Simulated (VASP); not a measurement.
# ZnS (P1) in VASP: a series of runs

The runs below take ZnS through single point, with PBE.

All numbers are computed with VASP 6.6.1; they aren't measurements. Logs are shortened: lines on timing, memory, paths and dates and some standing lists are left out, and cuts for length are marked.

## (1) The cell of the first run

The typed cell holds 4 atoms: a = 3.972 Å, b = 3.784 Å, c = 6.201 Å, α = 84.98°, β = 92.07°, γ = 119.86°.

## (2) Single point, PBE

INCAR

```
PREC     = Accurate       # precision mode
ENCUT    = 520            # plane-wave cutoff, eV
EDIFF    = 1E-6           # SCF threshold, eV
ISMEAR   = 0              # smearing method
SIGMA    = 0.05           # smearing width, eV
LREAL    = False          # projectors in reciprocal space
LASPH    = True           # aspherical terms in the spheres
NELM     = 80             # most SCF steps
ALGO     = Normal         # electronic algorithm
ISIF     = 2              # what is computed and relaxed
LWAVE    = False          # write WAVECAR
LCHARG   = False          # write CHGCAR
GGA      = PE             # functional
NBANDS   = 26             # bands
```

KPOINTS

```
regular mesh
0
Gamma
  6 6 4
```

POSCAR

```
ZnS
1.0
    3.9704355774      0.0613104425     -0.0710405929
   -1.9321213880      3.2496550867      0.1658715919
   -0.1164830149      0.2467974941      6.1951054870
Zn S
2 2
Direct
    0.3311368994      0.6676137826      0.0049114474
    0.6704392566      0.3380069587      0.5039732153
    0.3315272085      0.6621913448      0.3813948260
    0.6668966355      0.3321879138      0.8797205114
```

Potentials or basis: VASP PAW PBE potentials, release 64 (Zn, S).

Launch:

```console
$ cat potpaw_PBE.64/Zn/POTCAR potpaw_PBE.64/S/POTCAR > POTCAR
$ mpirun -np 1 vasp_std > vasp.out
```

OUTCAR:

```text
PREC = Accurate
   ENCUT = 520
   EDIFF = 1E-6
   ISMEAR = 0
   LREAL = False
   LASPH = True
   NELM = 80
   ISIF = 2
   GGA = PE

 ion  position               nearest neighbor table
   1  0.331  0.668  0.005-   4 2.26   3 2.33   4 2.42   4 2.43
   2  0.670  0.338  0.504-   3 2.30   4 2.33   3 2.40   3 2.40
   3  0.332  0.662  0.381-   2 2.30   1 2.33   2 2.40   2 2.40
   4  0.667  0.332  0.880-   1 2.26   2 2.33   1 2.42   1 2.43

  LATTYP: Found a triclinic cell.
 ALAT       =     3.7842918262
 B/A-ratio  =     1.0277333476
 C/A-ratio  =     1.6386457063
 COS(alpha) =     0.0483959959
 COS(beta)  =     0.0875558671
 COS(gamma) =     0.4645292363

  Lattice vectors:

 A1 = (   1.9321213880,  -3.2496550867,  -0.1658715919)
 A2 = (  -2.0383141894,  -3.3109655292,  -0.0948309990)
 A3 = (   0.1164830149,  -0.2467974941,  -6.1951054870)

Analysis of symmetry for initial positions (statically):
=====================================================================
 Subroutine PRICEL returns:
 Original cell was already a primitive cell.

 Routine SETGRP: Setting up the symmetry group for a
 triclinic supercell.

 Subroutine GETGRP returns: Found  1 space group operations
 (whereof  1 operations were pure point group operations)
 out of a pool of  2 trial point group operations.

The static configuration has the point symmetry C_1 .

Analysis of symmetry for dynamics (positions and initial velocities):
=====================================================================
 Subroutine PRICEL returns:
 Original cell was already a primitive cell.

 Routine SETGRP: Setting up the symmetry group for a
 triclinic supercell.

 Subroutine GETGRP returns: Found  1 space group operations
 (whereof  1 operations were pure point group operations)
 out of a pool of  2 trial point group operations.

The dynamic configuration has the point symmetry C_1 .

 Subroutine INISYM returns: Found  1 space group operations
 (whereof  1 operations are pure point group operations),
 and found     1 'primitive' translations

----------------------------------------------------------------------------------------

                                     Primitive cell

  volume of cell :      80.5098

[... 83 lines left out ...]
   PREC   = accura    normal or accurate (medium, high low for compatibility)
   ISTART =      0    job   : 0-new  1-cont  2-samecut
   ICHARG =      2    charge: 1-file 2-atom 10-const
   ISPIN  =      1    spin polarized calculation?
   LNONCOLLINEAR =      F non collinear calculations
   LSORBIT =      F    spin-orbit coupling
   LASPH  =      T    aspherical Exc in radial PAW
   ENCUT  =  520.0 eV  38.22 Ry    6.18 a.u.   7.38  7.04 11.53*2*pi/ulx,y,z
   NELM   =     80;   NELMIN=  2; NELMDL= -5     # of ELM steps
   EDIFF  = 0.1E-05   stopping-criterion for ELM
   LREAL  =      F    real-space projection
   EDIFFG = 0.1E-04   stopping-criterion for IOM
   NSW    =      0    number of steps for IOM
   IBRION =     -1    ionic relax: 0-MD 1-quasi-New 2-CG
   NFREE  =      0    steps in history (QN), initial steepest desc. (CG)
   ISIF   =      2    stress and relaxation
   ISYM   =      2    0-nonsym 1-usesym 2-fastsym
   POTIM  = 0.5000    time-step for ionic-motion
   TEBEG  =    0.0;   TEEND  =   0.0 temperature during run
   PSTRESS=    0.0 pullay stress
   NELECT =      36.0000    total number of electrons
   NUPDOWN=      -1.0000    fix difference up-down
   EMIN   =  10.00;   EMAX   =-10.00  energy-range for DOS
   EFERMI =   0.00;   METHOD = LEGACY
   ISMEAR =     0;   SIGMA  =   0.05  broadening in eV -4-tet -1-fermi 0-gaus
   EFERMI_NEDOS =   21; number of points for ismear=-14 and -15
   IALGO  =     38    algorithm
   IMIX   =      4    mixing-type and parameters
     AMIX     =   0.40;   BMIX     =  1.00
     AMIX_MAG =   1.60;   BMIX_MAG =  1.00
  volume/ion in A,a.u.               =      20.13       135.83
  Fermi-wavevector in a.u.,A,eV,Ry     =   1.251871  2.365693 21.322782  1.567180
  Thomas-Fermi vector in A             =   2.385798
   LORBIT       =      0    0 simple, 1 ext, 2 COOP (PROOUT), +10 PAW based schemes
   GGA     = PE    functional components
   LHFCALC =     F    Hartree Fock is set to
   AEXX    =    0.0000 exact exchange contribution
   IVDW    =     0    specifies the selected vdW correction
   LEPSILON=     F    determine dielectric tensor
   LRPA    =     F    only Hartree local field effects (RPA)
 non-spin polarized calculation
 Gauss-broadening in eV      SIGMA  =   0.05
  energy-cutoff  :      520.00
  volume of cell :       80.51
 maximum number of plane-waves:      2192
 NGX is ok and might be reduce to    30
   NGX = 15   NGY = 15   NGZ = 23

 number of electron      36.0000015 magnetization

 Free energy of the ion-electron system (eV)
  ---------------------------------------------------
  ext. energy  EPLUGINS =         0.00000000
  ---------------------------------------------------
  free energy    TOTEN  =       -13.56209802 eV

  energy without entropy =      -13.56209802  energy(sigma->0) =      -13.56209802

 E-fermi :   2.3427     XC(G=0):  -9.5311

 val. band max:        2.1281910737   @ k =   0.0000   0.0000   0.0000
 cond. band min:       3.9862138678   @ k =   0.0000   0.0000   0.0000
 fundamental gap:      1.8580227941
 Fermi energy:         2.3427457901

 k-point     1 :       0.0000    0.0000    0.0000
  band No.  band energies     occupation
      1     -11.0898      2.00000
      2     -10.1299      2.00000
      3      -4.3517      2.00000
      4      -4.3337      2.00000
      5      -4.3203      2.00000
      6      -4.2260      2.00000
[... 685 lines left out ...]
     25      11.2841      0.00000
     26      12.6413      0.00000

 [... further k-points ...]
[... 5 lines left out ...]
  --------------------------------------------------------------------------------------
  -------------------------------------------------------------------------------------
  Total       -1.2122454      1.0176770      1.3461903     -0.7539298     -1.4869378      0.6617519
  in kB      -24.1241801     20.2521904     26.7897386    -15.0035126    -29.5906711     13.1691339
  external PRESSURE =       7.6392497 kB  Pullay stress =       0.0000000 kB

 VOLUME and BASIS-vectors are now :
 -----------------------------------------------------------------------------
  energy-cutoff  :      520.00
  volume of cell :       80.51
      direct lattice vectors                 reciprocal lattice vectors
     3.970435577  0.061310442 -0.071040593     0.249547609  0.148433852 -0.001221133
    -1.932121388  3.249655087  0.165871592    -0.004935517  0.305416271 -0.012259819
    -0.116483015  0.246797494  6.195105487     0.002993762 -0.006475282  0.161732001

 POSITION                                       TOTAL-FORCE (eV/Angst)
 -----------------------------------------------------------------------------------
      0.02427      2.19103      0.11764         0.022503     -0.575057     -0.058657
      1.95016      1.26389      3.13060         0.260248     -0.208957     -0.083723
     -0.00755      2.26635      2.44907        -0.324312      0.127962      0.053745
      1.90357      1.33750      5.45769         0.041562      0.656052      0.088635
 -----------------------------------------------------------------------------------
    total drift:                               -0.000160      0.000011      0.000651

  FREE ENERGIE OF THE ION-ELECTRON SYSTEM (eV)
  ---------------------------------------------------
  free  energy   TOTEN  =       -13.5620980193 eV

  energy  without entropy=      -13.5620980193  energy(sigma->0) =      -13.56209802
```

stdout:

```text
POSCAR found type information on POSCAR ZnS
 POSCAR found :  2 types and       4 ions
 scaLAPACK will be used
 LDA part: xc-table for (Slater+PW92), standard interpolation
 POSCAR, INCAR and KPOINTS ok, starting setup
 FFT: planning ... GRIDC
 FFT: planning ... GRID_SOFT
 FFT: planning ... GRID
 WAVECAR not read
 entering main loop
```

It took 93 s on 1 thread of Intel Xeon Platinum 8559C (Emerald Rapids), shared host; peak memory 0.27 GiB.

Results:

```
Free energy            : -13.5621 eV
Pressure               : 0.8 GPa
Largest force          : 0.663 eV/Å
Band gap on the k mesh : 1.86 eV, direct
```

Forces in eV/Å, atoms in the order of the input:
```
Zn   0.023 -0.575 -0.059
Zn   0.260 -0.209 -0.084
S   -0.324  0.128  0.054
S    0.042  0.656  0.089
```

Stress tensor (GPa, compression positive):
```
-2.41 -1.50  1.32
-1.50  2.03 -2.96
 1.32 -2.96  2.68
```

Levels at points of the mesh, in eV from the valence-band top:
```tsv
k point	band 16	band 17	band 18	band 19	band 20	band 21
(0.00, 0.00, 0.00)	-0.33	-0.31	0.00	1.86	2.66	5.81
(0.50, 0.00, 0.00)	-2.12	-1.78	-0.83	3.77	4.10	5.09
(0.00, 0.50, 0.00)	-2.62	-1.78	-1.19	3.06	3.74	5.03
(0.50, 0.50, 0.00)	-2.41	-1.77	-1.03	3.35	3.94	5.04
(0.00, 0.00, 0.50)	-0.83	-0.56	-0.51	3.11	3.16	6.09
(0.50, 0.00, 0.50)	-1.67	-1.53	-1.52	3.51	3.55	5.17
(0.00, 0.50, 0.50)	-1.99	-1.90	-1.32	3.12	3.23	4.73
(0.50, 0.50, 0.50)	-1.80	-1.75	-1.37	3.24	3.44	4.81
```

## (3) Single point, PBE

INCAR

```
ALGO = Normal
EDIFF = 1E-7
ENCUT = 520
GGA = PE
ISIF = 2
ISMEAR = 0
LASPH = T
LCHARG = F
LREAL = F
LWAVE = F
NBANDS = 26
NELM = 60
PREC = Accurate
SIGMA = 0.05
```

KPOINTS

```
k-points
0
Gamma
  6 6 4
```

POSCAR

```
ZnS
1.0
    3.9704355774      0.0613104425     -0.0710405929
   -1.9321213880      3.2496550867      0.1658715919
   -0.1164830149      0.2467974941      6.1951054870
Zn S
2 2
Direct
    0.3351762085      0.6625654085      0.0032766256
    0.6633053074      0.3237314423      0.5032512975
    0.3185446641      0.6584563233      0.3821786082
    0.6829738200      0.3552468258      0.8812934689
```

Potentials or basis: VASP PAW PBE potentials, release 64 (Zn, S).

Launch:

```console
$ cat potpaw_PBE.64/Zn/POTCAR potpaw_PBE.64/S/POTCAR > POTCAR
$ mpirun -np 1 vasp_std > vasp.out
```

Wall time 1.8 min (1 thread of Intel Xeon Platinum 8559C (Emerald Rapids), shared host); peak memory 0.27 GiB.

The run converged. Its results:

| Quantity | Value |
| --- | --- |
| Free energy | -13.6048 eV |
| Pressure | 0.2 GPa |
| Largest force | 0.011 eV/Å |
| Band gap on the k mesh | 1.84 eV, direct |

Forces in eV/Å, atoms in the order of the input:
```
Zn   0.002 -0.006 -0.008
Zn   0.002 -0.005  0.002
S   -0.008 -0.001  0.005
S    0.003  0.011  0.001
```

Stress tensor (GPa, compression positive):
```
-1.98 -0.96  0.99
-0.96  0.71 -1.95
 0.99 -1.95  1.81
```

Levels at points of the mesh, in eV from the valence-band top:
| k point | band 14 | band 15 | band 16 | band 17 | band 18 | band 19 | band 20 | band 21 | band 22 | band 23 |
| --- | --- | --- | --- | --- | --- | --- | --- | --- | --- | --- |
| (0.00, 0.00, 0.00) | -1.32 | -0.94 | -0.37 | -0.33 | 0.00 | 1.84 | 2.59 | 5.79 | 6.36 | 6.74 |
| (0.50, 0.00, 0.00) | -4.33 | -3.34 | -2.13 | -1.91 | -0.86 | 3.76 | 4.21 | 5.36 | 6.99 | 7.25 |
| (0.00, 0.50, 0.00) | -4.14 | -3.18 | -2.64 | -1.68 | -1.21 | 3.01 | 3.64 | 4.80 | 6.50 | 7.45 |
| (0.50, 0.50, 0.00) | -4.23 | -3.24 | -2.41 | -1.77 | -1.05 | 3.33 | 3.93 | 5.01 | 6.79 | 7.24 |
| (0.00, 0.00, 0.50) | -2.90 | -0.89 | -0.85 | -0.57 | -0.52 | 3.11 | 3.13 | 6.10 | 6.17 | 6.50 |
| (0.50, 0.00, 0.50) | -5.03 | -1.75 | -1.68 | -1.49 | -1.45 | 3.43 | 3.50 | 5.17 | 5.27 | 8.29 |
| (0.00, 0.50, 0.50) | -4.67 | -2.05 | -2.00 | -1.89 | -1.40 | 3.08 | 3.36 | 4.53 | 5.61 | 8.23 |
| (0.50, 0.50, 0.50) | -4.77 | -1.97 | -1.80 | -1.75 | -1.38 | 3.16 | 3.51 | 4.69 | 5.55 | 8.25 |

Caveat: the cell differs from its parent crystal (cell sheared at random, sigma 0.03, atoms nudged by 0.01 Å, then relaxed in part).
